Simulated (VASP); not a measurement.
# W (Fm-3m) in VASP: notebook, part 2 of 2

VASP 6.6.1. The steps go on from the part before.

### 5 Single point, LDA

This run uses another cell than the first one, of 16.73 Å³/atom, 1.020 times its volume.

INCAR

```
PREC = Accurate
ENCUT = 520
EDIFF = 1E-6
ISMEAR = -1
SIGMA = 0.05
LREAL = F
LASPH = T
NELM = 60
ALGO = Normal
ISIF = 2
LWAVE = F
LCHARG = T
LELF = T
LVHAR = T
NBANDS = 13
```

KPOINTS

```
Automatic mesh
0
Gamma
  14 14 14
```

POSCAR

```
W
1.0
    0.0000000000      2.0300000000      2.0300000000
    2.0300000000      0.0000000000      2.0300000000
    2.0300000000      2.0300000000      0.0000000000
W
1
Direct
    0.0000000000      0.0000000000      0.0000000000
```

Potentials or basis: VASP PAW LDA potentials, release 64 (W_sv).

On the command line:

```sh
$ cat potpaw_LDA.64/W_sv/POTCAR > POTCAR
$ mpirun -np 1 vasp_std > vasp.out
```

OUTCAR:

```text
PREC = Accurate
   ENCUT = 520
   EDIFF = 1E-6
   ISMEAR = -1
   LREAL = F
   LASPH = T
   NELM = 60
   ISIF = 2

 ion  position               nearest neighbor table
   1  0.000  0.000  0.000-

  LATTYP: Found a face centered cubic cell.
 ALAT       =     4.0600000000

  Lattice vectors:

 A1 = (   0.0000000000,   2.0300000000,   2.0300000000)
 A2 = (   2.0300000000,   0.0000000000,   2.0300000000)
 A3 = (   2.0300000000,   2.0300000000,   0.0000000000)

Analysis of symmetry for initial positions (statically):
=====================================================================
 Subroutine PRICEL returns:
 Original cell was already a primitive cell.

 Routine SETGRP: Setting up the symmetry group for a
 face centered cubic supercell.

 Subroutine GETGRP returns: Found 48 space group operations
 (whereof 48 operations were pure point group operations)
 out of a pool of 48 trial point group operations.

The static configuration has the point symmetry O_h .

Analysis of symmetry for dynamics (positions and initial velocities):
=====================================================================
 Subroutine PRICEL returns:
 Original cell was already a primitive cell.

 Routine SETGRP: Setting up the symmetry group for a
 face centered cubic supercell.

 Subroutine GETGRP returns: Found 48 space group operations
 (whereof 48 operations were pure point group operations)
 out of a pool of 48 trial point group operations.

The dynamic configuration has the point symmetry O_h .

 Subroutine INISYM returns: Found 48 space group operations
 (whereof 48 operations are pure point group operations),
 and found     1 'primitive' translations

----------------------------------------------------------------------------------------

                                     Primitive cell

  volume of cell :      16.7309

  direct lattice vectors                    reciprocal lattice vectors
[... 106 lines left out ...]
  volume/ion in A,a.u.               =      16.73       112.91
  Fermi-wavevector in a.u.,A,eV,Ry     =   1.542688  2.915258 32.380324  2.379887
  Thomas-Fermi vector in A             =   2.648457
   LORBIT       =      0    0 simple, 1 ext, 2 COOP (PROOUT), +10 PAW based schemes
   GGA     = CA    functional components
   LHFCALC =     F    Hartree Fock is set to
   AEXX    =    0.0000 exact exchange contribution
   IVDW    =     0    specifies the selected vdW correction
   LEPSILON=     F    determine dielectric tensor
   LRPA    =     F    only Hartree local field effects (RPA)
 non-spin polarized calculation
  energy-cutoff  :      520.00
  volume of cell :       16.73
 maximum number of plane-waves:       464
 NGX is ok and might be reduce to    24
   NGX = 11   NGY = 11   NGZ = 11

 number of electron      14.0000002 magnetization

 Free energy of the ion-electron system (eV)
  ---------------------------------------------------
  ext. energy  EPLUGINS =         0.00000000
  ---------------------------------------------------
  free energy    TOTEN  =       -13.56599224 eV

  energy without entropy =      -13.55554344  energy(sigma->0) =      -13.56076784

 E-fermi :  10.0590     XC(G=0): -13.5191

 val. band max:       10.0567335637   @ k =  -0.1429   0.0714   0.0000
 cond. band min:      10.0845082833   @ k =   0.2143   0.1429   0.0714
 fundamental gap:      0.0277747197
 Fermi energy:        10.0590335692

 k-point     1 :       0.0000    0.0000    0.0000
  band No.  band energies     occupation
      1     -63.1772      2.00000
      2     -27.0780      2.00000
      3     -27.0780      2.00000
      4     -27.0780      2.00000
      5       1.2855      2.00000
      6       9.5246      1.99995
      7       9.5246      1.99995
      8       9.5246      1.99995
      9      12.5270      0.00000
     10      12.5270      0.00000
     11      22.9408      0.00000
     12      27.9953      0.00000
     13      27.9953      0.00000
[... 354 lines left out ...]
  band No.  band energies     occupation
      1     -63.1176      2.00000
      2     -27.6342      2.00000
      3     -27.2290      2.00000
      4     -27.2178      2.00000
      5       3.9673      2.00000
      6       7.8585      2.00000
      7       9.7159      1.99791
      8      10.6565      0.00001
      9      11.9957      0.00000
     10      13.5620      0.00000
     11      24.6418      0.00000
     12      27.5448      0.00000
     13      29.6835      0.00000

 [... further k-points ...]
[... 5 lines left out ...]
  --------------------------------------------------------------------------------------
  -------------------------------------------------------------------------------------
  Total       -1.7075152     -1.7075152     -1.7075152      0.0000000      0.0000000      0.0000000
  in kB     -163.5147896   -163.5147896   -163.5147896      0.0000000      0.0000000      0.0000000
  external PRESSURE =    -163.5147896 kB  Pullay stress =       0.0000000 kB

 VOLUME and BASIS-vectors are now :
 -----------------------------------------------------------------------------
  energy-cutoff  :      520.00
  volume of cell :       16.73
      direct lattice vectors                 reciprocal lattice vectors
     0.000000000  2.030000000  2.030000000    -0.246305419  0.246305419  0.246305419
     2.030000000  0.000000000  2.030000000     0.246305419 -0.246305419  0.246305419
     2.030000000  2.030000000  0.000000000     0.246305419  0.246305419 -0.246305419

 POSITION                                       TOTAL-FORCE (eV/Angst)
 -----------------------------------------------------------------------------------
      0.00000      0.00000      0.00000         0.000000     -0.000000      0.000000
 -----------------------------------------------------------------------------------
    total drift:                               -0.000000      0.000000      0.000000

  FREE ENERGIE OF THE ION-ELECTRON SYSTEM (eV)
  ---------------------------------------------------
  free  energy   TOTEN  =       -13.5659922429 eV

  energy  without entropy=      -13.5555434383  energy(sigma->0) =      -13.56076784
```

OSZICAR:

```text
N       E                     dE             d eps       ncg     rms          rms(c)
DAV:   1     0.846171858136E+02    0.84617E+02   -0.74868E+03  2704   0.122E+03
DAV:   2    -0.125159914385E+02   -0.97133E+02   -0.93563E+02  3059   0.313E+02
DAV:   3    -0.142585564688E+02   -0.17426E+01   -0.17345E+01  2929   0.404E+01
DAV:   4    -0.142664988088E+02   -0.79423E-02   -0.79420E-02  3104   0.304E+00
DAV:   5    -0.142665698065E+02   -0.70998E-04   -0.70996E-04  2989   0.272E-01    0.185E+01
DAV:   6    -0.137013446372E+02    0.56523E+00   -0.47908E-01  2889   0.873E+00    0.686E+00
DAV:   7    -0.135715537943E+02    0.12979E+00   -0.19635E-01  3004   0.519E+00    0.503E-01
DAV:   8    -0.135660345254E+02    0.55193E-02   -0.42463E-03  2724   0.873E-01    0.634E-02
DAV:   9    -0.135659881554E+02    0.46370E-04   -0.78087E-05  3458   0.966E-02    0.401E-02
DAV:  10    -0.135659922937E+02   -0.41383E-05   -0.41435E-06  2864   0.259E-02    0.793E-03
DAV:  11    -0.135659922429E+02    0.50818E-07   -0.14986E-07  1547   0.415E-03
   1 F= -.13565992E+02 E0= -.13560768E+02  d E =-.104488E-01
```

stdout:

```text
POSCAR found type information on POSCAR W
 POSCAR found :  1 types and       1 ions
 scaLAPACK will be used
 LDA part: xc-table for (Slater(with rela. corr.)+CA(PZ))
 , standard interpolation
 POSCAR, INCAR and KPOINTS ok, starting setup
 FFT: planning ... GRIDC
 FFT: planning ... GRID_SOFT
 FFT: planning ... GRID
 WAVECAR not read
 entering main loop
```

It used 8.4 s of CPU time on 1 thread of Intel(R) Xeon(R) Platinum 8488C (Sapphire Rapids), on a shared host.

What came out:

| Quantity | Value |
| --- | --- |
| Free energy | -13.5660 eV |
| Pressure | -16.4 GPa |
| Band gap on the k mesh | zero (band 7 reaches 13.17 eV, above the bottom of band 8 at 9.52 eV) |

Caveat: spin-orbit coupling is left out, which moves the levels of the heavy elements.

### 6 The runs side by side

```tsv
level	potentials or basis	cell	gap on the mesh (eV)	pressure (GPa)
PBE	VASP PAW PBE potentials, release 64 (W_sv)	a = 2.852 Å, angles 60.0°, 1 atom	none	1.4
PBE	VASP PAW PBE potentials, release 64 (W_sv)	a = 2.880 Å, angles 60.0°, 1 atom	none	-6.9
PBE	VASP PAW PBE potentials, release 64 (W_sv)	a = 2.909 Å, angles 60.0°, 1 atom	none	-13.9
LDA	VASP PAW LDA potentials, release 64 (W_sv)	a = 2.871 Å, angles 60.0°, 1 atom	none	-16.4
```

Alike in all rows: task single point; no spin polarisation; k mesh 14 × 14 × 14; cutoff (eV) 520; smearing fermi-dirac 0.05 eV.

Caveats: spin-orbit coupling is left out, which moves the levels of the heavy elements.

Absolute energies hang on the potentials; compare differences alone.
